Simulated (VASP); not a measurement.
# BaO (Fm-3m) in VASP: single point with PBE

Aim: the single point of BaO with PBE.

Everything below comes from runs of VASP 6.6.1. Logs are shortened: lines on timing, memory, paths and dates and some standing lists are left out, and cuts for length are marked.

## 1. The cell of the first run

It takes space group Fm-3m (No. 225, cubic). The conventional cell has a = 5.500 Å, b = 5.500 Å, c = 5.500 Å, α = 90.00°, β = 90.00°, γ = 90.00°. Ba (site symmetry m-3m) has 6 O at 2.75 Å within 3.6 Å. O (site symmetry m-3m) has 6 Ba at 2.75 Å within 3.6 Å.

## 2. Single point, PBE

INCAR reads:

```
PREC = Accurate
ENCUT = 1340
EDIFF = 1E-6
ISMEAR = 0
SIGMA = 0.05
LREAL = F
LASPH = T
NELM = 120
ALGO = Normal
ISIF = 2
LWAVE = F
LCHARG = F
GGA = PE
NBANDS = 15
GGA_COMPAT = F
```

KPOINTS reads:

```
Automatic mesh
0
Gamma
  12 12 12
```

POSCAR reads:

```
BaO
1.0
    0.0000000000      2.7500000000      2.7500000000
    2.7500000000      0.0000000000      2.7500000000
    2.7500000000      2.7500000000      0.0000000000
Ba O
1 1
Direct
    0.0000000000      0.0000000000      0.0000000000
    0.5000000000      0.5000000000      0.5000000000
```

Potentials or basis: VASP PAW PBE potentials, release 64 (Ba_sv, O_h).

Launch:

```
> cat potpaw_PBE.64/Ba_sv/POTCAR potpaw_PBE.64/O_h/POTCAR > POTCAR
> mpirun -np 1 vasp_std > vasp.out
```

OUTCAR:

```text
PREC = Accurate
   ENCUT = 1340
   EDIFF = 1E-6
   ISMEAR = 0
   LREAL = F
   LASPH = T
   NELM = 120
   ISIF = 2
   GGA = PE

 ion  position               nearest neighbor table
   1  0.000  0.000  0.000-   2 2.75   2 2.75   2 2.75   2 2.75   2 2.75   2 2.75
   2  0.500  0.500  0.500-   1 2.75   1 2.75   1 2.75   1 2.75   1 2.75   1 2.75

  LATTYP: Found a face centered cubic cell.
 ALAT       =     5.5000000000

  Lattice vectors:

 A1 = (   0.0000000000,   2.7500000000,   2.7500000000)
 A2 = (   2.7500000000,   0.0000000000,   2.7500000000)
 A3 = (   2.7500000000,   2.7500000000,   0.0000000000)

Analysis of symmetry for initial positions (statically):
=====================================================================
 Subroutine PRICEL returns:
 Original cell was already a primitive cell.

 Routine SETGRP: Setting up the symmetry group for a
 face centered cubic supercell.

 Subroutine GETGRP returns: Found 48 space group operations
 (whereof 48 operations were pure point group operations)
 out of a pool of 48 trial point group operations.

The static configuration has the point symmetry O_h .

Analysis of symmetry for dynamics (positions and initial velocities):
=====================================================================
 Subroutine PRICEL returns:
 Original cell was already a primitive cell.

 Routine SETGRP: Setting up the symmetry group for a
 face centered cubic supercell.

 Subroutine GETGRP returns: Found 48 space group operations
 (whereof 48 operations were pure point group operations)
 out of a pool of 48 trial point group operations.

The dynamic configuration has the point symmetry O_h .

 Subroutine INISYM returns: Found 48 space group operations
 (whereof 48 operations are pure point group operations),
 and found     1 'primitive' translations

----------------------------------------------------------------------------------------

                                     Primitive cell

  volume of cell :      41.5938

  direct lattice vectors                    reciprocal lattice vectors
     0.000000000  2.750000000  2.750000000    -0.181818182  0.181818182  0.181818182
     2.750000000  0.000000000  2.750000000     0.181818182 -0.181818182  0.181818182
     2.750000000  2.750000000  0.000000000     0.181818182  0.181818182 -0.181818182

  length of vectors
     3.889087297  3.889087297  3.889087297     0.314918329  0.314918329  0.314918329

  position of ions in fractional coordinates (direct lattice)
     0.000000000  0.000000000  0.000000000
     0.500000000  0.500000000  0.500000000

  ion indices of the primitive-cell ions
   primitive index   ion index
                 1           1
                 2           2

----------------------------------------------------------------------------------------

 KPOINTS: Automatic mesh

Automatic generation of k-mesh.
 Grid dimensions read from file:
 generate k-points for:   12   12   12

 Generating k-lattice:

  Cartesian coordinates                     Fractional coordinates (reciprocal lattice)
    -0.015151515  0.015151515  0.015151515     0.083333333  0.000000000  0.000000000
     0.015151515 -0.015151515  0.015151515     0.000000000  0.083333333  0.000000000
     0.015151515  0.015151515 -0.015151515     0.000000000  0.000000000  0.083333333

  Length of vectors
     0.026243194  0.026243194  0.026243194

  Shift w.r.t. Gamma in fractional coordinates (k-lattice)
     0.000000000  0.000000000  0.000000000

 Subroutine IBZKPT returns following result:
 ===========================================

 Found     72 irreducible k-points:

 Following reciprocal coordinates:
            Coordinates               Weight
  0.000000  0.000000  0.000000      1.000000
  0.083333  0.000000  0.000000      8.000000
  0.166667  0.000000  0.000000      8.000000
  0.250000  0.000000  0.000000      8.000000
  0.333333  0.000000  0.000000      8.000000
  0.416667  0.000000  0.000000      8.000000
[... 16 lines left out ...]
  0.500000  0.166667  0.000000     24.000000
 -0.416667  0.166667  0.000000     24.000000
 [... further k-points ...]
   k-points           NKPTS =     72   k-points in BZ     NKDIM =     72   number of bands    NBANDS=     15
   number of dos      NEDOS =    301   number of ions     NIONS =      2
   total plane-waves  NPLWV = 110592
   dimension x,y,z NGX =    48 NGY =   48 NGZ =   48
   dimension x,y,z NGXF=    96 NGYF=   96 NGZF=   96
   ions per type =               1   1
   NGX,Y,Z   is equivalent  to a cutoff of  20.52, 20.52, 20.52 a.u.
   NGXF,Y,Z  is equivalent  to a cutoff of  41.04, 41.04, 41.04 a.u.
 SYSTEM =  unknown system
   PREC   = accura    normal or accurate (medium, high low for compatibility)
   ISTART =      0    job   : 0-new  1-cont  2-samecut
   ICHARG =      2    charge: 1-file 2-atom 10-const
   ISPIN  =      1    spin polarized calculation?
   LNONCOLLINEAR =      F non collinear calculations
   LSORBIT =      F    spin-orbit coupling
   LASPH  =      T    aspherical Exc in radial PAW
   ENCUT  = 1340.0 eV  98.49 Ry    9.92 a.u.  11.61 11.61 11.61*2*pi/ulx,y,z
   NELM   =    120;   NELMIN=  2; NELMDL= -5     # of ELM steps
   EDIFF  = 0.1E-05   stopping-criterion for ELM
   LREAL  =      F    real-space projection
   EDIFFG = 0.1E-04   stopping-criterion for IOM
   NSW    =      0    number of steps for IOM
   IBRION =     -1    ionic relax: 0-MD 1-quasi-New 2-CG
   NFREE  =      0    steps in history (QN), initial steepest desc. (CG)
   ISIF   =      2    stress and relaxation
   ISYM   =      2    0-nonsym 1-usesym 2-fastsym
   POTIM  = 0.5000    time-step for ionic-motion
   TEBEG  =    0.0;   TEEND  =   0.0 temperature during run
   PSTRESS=    0.0 pullay stress
   NELECT =      16.0000    total number of electrons
   NUPDOWN=      -1.0000    fix difference up-down
   EMIN   =  10.00;   EMAX   =-10.00  energy-range for DOS
   EFERMI =   0.00;   METHOD = LEGACY
   ISMEAR =     0;   SIGMA  =   0.05  broadening in eV -4-tet -1-fermi 0-gaus
   EFERMI_NEDOS =   21; number of points for ismear=-14 and -15
   IALGO  =     38    algorithm
   IMIX   =      4    mixing-type and parameters
     AMIX     =   0.40;   BMIX     =  1.00
     AMIX_MAG =   1.60;   BMIX_MAG =  1.00
  volume/ion in A,a.u.               =      20.80       140.34
  Fermi-wavevector in a.u.,A,eV,Ry     =   1.190617  2.249940 19.287200  1.417569
  Thomas-Fermi vector in A             =   2.326698
   LORBIT       =      0    0 simple, 1 ext, 2 COOP (PROOUT), +10 PAW based schemes
   GGA     = PE    functional components
   LHFCALC =     F    Hartree Fock is set to
   AEXX    =    0.0000 exact exchange contribution
   IVDW    =     0    specifies the selected vdW correction
   LEPSILON=     F    determine dielectric tensor
   LRPA    =     F    only Hartree local field effects (RPA)
 non-spin polarized calculation
 Gauss-broadening in eV      SIGMA  =   0.05
  energy-cutoff  :     1340.00
  volume of cell :       41.59
 maximum number of plane-waves:      4663
   NGX = 23   NGY = 23   NGZ = 23

 number of electron      16.0000000 magnetization

 Free energy of the ion-electron system (eV)
  ---------------------------------------------------
  ext. energy  EPLUGINS =         0.00000000
  ---------------------------------------------------
  free energy    TOTEN  =       -11.77779275 eV

  energy without entropy =      -11.77779275  energy(sigma->0) =      -11.77779275

 E-fermi :   2.4468     XC(G=0):  -9.7194

 val. band max:        2.2137727937   @ k =   0.5000   0.5000   0.0000
 cond. band min:       4.1148606945   @ k =   0.5000   0.5000   0.0000
 fundamental gap:      1.9010879007
 Fermi energy:         2.4467857186

 k-point     1 :       0.0000    0.0000    0.0000
  band No.  band energies     occupation
      1     -23.7041      2.00000
      2     -12.8671      2.00000
      3      -8.1754      2.00000
      4      -8.1754      2.00000
      5      -8.1754      2.00000
      6       1.8139      2.00000
      7       1.8139      2.00000
      8       1.8139      2.00000
      9       5.8523      0.00000
     10       6.8811      0.00000
     11       6.8811      0.00000
     12       6.8811      0.00000
     13       9.2012      0.00000
     14       9.2012      0.00000
     15      12.2008      0.00000

 k-point     2 :       0.0833    0.0000    0.0000
  band No.  band energies     occupation
      1     -23.6861      2.00000
      2     -12.9193      2.00000
      3      -8.1925      2.00000
      4      -8.1841      2.00000
      5      -8.1841      2.00000
      6       1.6500      2.00000
      7       1.7165      2.00000
      8       1.7165      2.00000
      9       6.1601      0.00000
     10       6.8071      0.00000
     11       7.0146      0.00000
     12       7.0146      0.00000
     13       9.3906      0.00000
     14       9.3906      0.00000
     15      12.6566      0.00000

 k-point     3 :       0.1667    0.0000    0.0000
  band No.  band energies     occupation
      1     -23.6364      2.00000
      2     -13.0621      2.00000
      3      -8.2376      2.00000
      4      -8.2076      2.00000
      5      -8.2076      2.00000
      6       1.2678      2.00000
      7       1.4682      2.00000
      8       1.4682      2.00000
      9       6.6242      0.00000
     10       7.0462      0.00000
     11       7.3992      0.00000
     12       7.3992      0.00000
     13       9.9064      0.00000
     14       9.9064      0.00000
     15      13.8342      0.00000
[... 343 lines left out ...]
 k-point    23 :       0.5000    0.1667    0.0000
  band No.  band energies     occupation
      1     -23.4039      2.00000
      2     -13.5162      2.00000
      3      -8.7218      2.00000
      4      -8.4831      2.00000
      5      -8.4331      2.00000
      6       0.6501      2.00000
      7       0.9816      2.00000
      8       1.0089      2.00000
      9       6.7206      0.00000
     10       8.3967      0.00000
     11       9.8343      0.00000
     12      10.4262      0.00000
     13      12.4707      0.00000
     14      13.1017      0.00000
     15      15.2426      0.00000

 k-point    24 :      -0.4167    0.1667    0.0000
  band No.  band energies     occupation
      1     -23.3986      2.00000
      2     -13.5402      2.00000
      3      -8.7890      2.00000
      4      -8.4407      2.00000
      5      -8.3778      2.00000
      6       0.4889      2.00000
      7       0.8077      2.00000
      8       1.2032      2.00000
      9       7.1566      0.00000
     10       8.1946      0.00000
     11       9.6055      0.00000
     12      10.4571      0.00000
     13      12.4605      0.00000
     14      13.7147      0.00000
     15      14.7915      0.00000

 [... further k-points ...]
[... 5 lines left out ...]
  --------------------------------------------------------------------------------------
  -------------------------------------------------------------------------------------
  Total        1.2459716      1.2459716      1.2459716      0.0000000      0.0000000      0.0000000
  in kB       47.9944080     47.9944080     47.9944080      0.0000000      0.0000000      0.0000000
  external PRESSURE =      47.9944080 kB  Pullay stress =       0.0000000 kB

 VOLUME and BASIS-vectors are now :
 -----------------------------------------------------------------------------
  energy-cutoff  :     1340.00
  volume of cell :       41.59
      direct lattice vectors                 reciprocal lattice vectors
     0.000000000  2.750000000  2.750000000    -0.181818182  0.181818182  0.181818182
     2.750000000  0.000000000  2.750000000     0.181818182 -0.181818182  0.181818182
     2.750000000  2.750000000  0.000000000     0.181818182  0.181818182 -0.181818182

 POSITION                                       TOTAL-FORCE (eV/Angst)
 -----------------------------------------------------------------------------------
      0.00000      0.00000      0.00000        -0.000000     -0.000000      0.000000
      2.75000      2.75000      2.75000         0.000000      0.000000      0.000000
 -----------------------------------------------------------------------------------
    total drift:                               -0.000000     -0.000000     -0.000000

  FREE ENERGIE OF THE ION-ELECTRON SYSTEM (eV)
  ---------------------------------------------------
  free  energy   TOTEN  =       -11.7777927522 eV

  energy  without entropy=      -11.7777927522  energy(sigma->0) =      -11.77779275
```

Run time: 2.4 min. Hardware: 1 thread of Intel Xeon Platinum 8259CL at 2.50GHz (Skylake/Cascade Lake), shared host; peak memory 0.45 GiB.

What came out:

```
Free energy            : -11.7778 eV
Pressure               : 4.8 GPa
Band gap on the k mesh : 1.90 eV
```

Levels at points of the mesh, in eV from the valence-band top:
| k point | band 6 | band 7 | band 8 | band 9 | band 10 | band 11 |
| --- | --- | --- | --- | --- | --- | --- |
| (0.00, 0.00, 0.00) | -0.40 | -0.40 | -0.40 | 3.64 | 4.67 | 4.67 |
| (0.50, 0.00, 0.00) | -2.08 | -1.58 | -1.58 | 4.95 | 7.21 | 7.21 |
| (0.50, 0.50, 0.00) | -0.19 | -0.19 | 0.00 | 1.90 | 6.05 | 8.98 |

Caveat: the cell stands under pressure; spin-orbit coupling is left out, which moves the levels of the heavy elements. PBE gaps usually lie below the measured ones, often by a third to a half.
